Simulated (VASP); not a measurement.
Input of a VASP 6.6.1 run:

File INCAR:

```
ALGO = Normal ; EDIFF = 1E-6
ENCUT = 520 ; GGA = PS
GGA_COMPAT = F ; ISIF = 2
ISMEAR = -1 ; ISPIN = 2
ISYM = -1 ; LASPH = T
LCHARG = F ; LORBIT = 11
LREAL = Auto ; LWAVE = F
MAGMOM = 0.25 0.25 0.25 0.25 0.25 0.25 0.25 0.25 0.25 0.25 0.25 0.25 0.25 0.25 0.25 0.25 ; NBANDS = 50
NELECT = 64.0 ; NELM = 200
PREC = Accurate ; SIGMA = 0.05
```

The input KPOINTS:

```
explicit points
4
Reciprocal
  0.25000000   0.25000000   0.25000000 2
  0.25000000   0.25000000   0.75000000 2
  0.25000000   0.75000000   0.25000000 2
  0.25000000   0.75000000   0.75000000 2
```

File POSCAR:

```
B8P7C
1.0
    0.0000000000      4.5201890000      4.5201890000
    4.5201890000      0.0000000000      4.5201890000
    4.5201890000      4.5201890000      0.0000000000
B P C
8 7 1
Direct
    0.0127790000      0.9890330000      0.0026870000
    0.5017460000      0.4855420000      0.5102520000
    0.9928590000      0.0030990000      0.5032400000
    0.5138450000      0.5041030000      0.9891040000
    0.9993780000      0.5064910000      0.9882110000
    0.4900720000      0.0039300000      0.4975310000
    0.5017340000      0.0040970000      0.9988010000
    0.0068280000      0.4909870000      0.4987530000
    0.1351120000      0.1166850000      0.1179070000
    0.1099340000      0.1289970000      0.6266500000
    0.6354510000      0.6231870000      0.1210380000
    0.1198240000      0.6292660000      0.1322940000
    0.6167270000      0.1379630000      0.6116760000
    0.6387530000      0.1138610000      0.1052680000
    0.1344150000      0.6183000000      0.6287830000
    0.6245600000      0.6204510000      0.6430620000
```

Potentials or basis: VASP PAW PBE potentials, release 64 (B, P, C).

Launch:

```sh
$ cat potpaw_PBE.64/B/POTCAR potpaw_PBE.64/P/POTCAR potpaw_PBE.64/C/POTCAR > POTCAR
$ mpirun -np 1 vasp_std > vasp.out
```

**Question.** Predict the largest force.

**Answer.** 4.166 eV/Å.

**Question.** Estimate the net moment.

**Answer.** 0.00 μB per cell.

Forces on the atoms (eV/Å):
```
B    0.076 -1.451 -0.109
B    2.213  0.021  3.529
B   -1.050 -0.280 -0.202
B   -1.690 -1.830  0.449
B    0.180  1.786 -0.291
B   -2.039  1.426 -1.250
B   -1.908 -0.664 -0.405
B    3.126 -1.585 -1.286
P    1.939 -0.037  0.188
P   -0.931  1.310  0.925
P    0.768 -0.308 -1.040
P   -2.212  0.983  0.029
P   -1.113  1.635 -1.646
P    3.327  1.078  0.588
P   -0.392 -1.567  0.209
C   -0.295 -0.517  0.312
```

Caveat: the cell carries a net charge on a neutralising background, which shifts energy and pressure; the PAW data sets were made with another functional, which shifts forces and pressure a little.
